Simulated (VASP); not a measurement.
Set up this calculation in VASP 6.6.1, as the native input.

```
Task                   : single point
Functional             : PBE
Potentials or basis    : VASP PAW PBE potentials, release 64 (K_sv, F)
Cutoff                 : 520 eV
k mesh                 : 8 × 8 × 8
Occupations            : gaussian, width 0.05 eV
Spin                   : no spin polarisation
Dipole correction      : no
Further INCAR settings : ALGO = Normal; EDIFF = 1e-06; NBANDS = 15
```

The structure of KF lies in POSCAR:

```
KF
1.0
    0.1389753142      2.7447624552      2.7447624552
    2.7447624552      0.1389753142      2.7447624552
    2.7447624552      2.7447624552      0.1389753142
K F
1 1
Direct
    0.0000000000      0.0000000000      0.0000000000
    0.5000000000      0.5000000000      0.5000000000
```

This cell differs from its parent crystal: ratio of the length along [111] to the lengths across it x 1.08, volume and fractional coordinates fixed.

These files were run (other wordings do the same):

INCAR

```
SYSTEM = KF
PREC = Accurate
ENCUT = 520
EDIFF = 1E-6
ISMEAR = 0
SIGMA = 0.05
LREAL = .FALSE.
LASPH = .TRUE.
NELM = 60
ALGO = Normal
ISIF = 2
LWAVE = .FALSE.
LCHARG = .FALSE.
GGA = PE
NBANDS = 15
```

KPOINTS

```
regular mesh
0
G
  8 8 8
  0 0 0
```

Potentials or basis: VASP PAW PBE potentials, release 64 (K_sv, F).

Run with:

```bash
$ cat potpaw_PBE.64/K_sv/POTCAR potpaw_PBE.64/F/POTCAR > POTCAR
$ mpirun -np 1 vasp_std > vasp.out
```

It gave:

| Item | Value |
| --- | --- |
| Pressure | 1.2 GPa |
| Band gap on the k mesh | 6.10 eV, direct |

Run time: 51 s on 1 thread of Intel(R) Xeon(R) Platinum 8488C (Sapphire Rapids), on a shared host, peak memory 0.18 GiB.
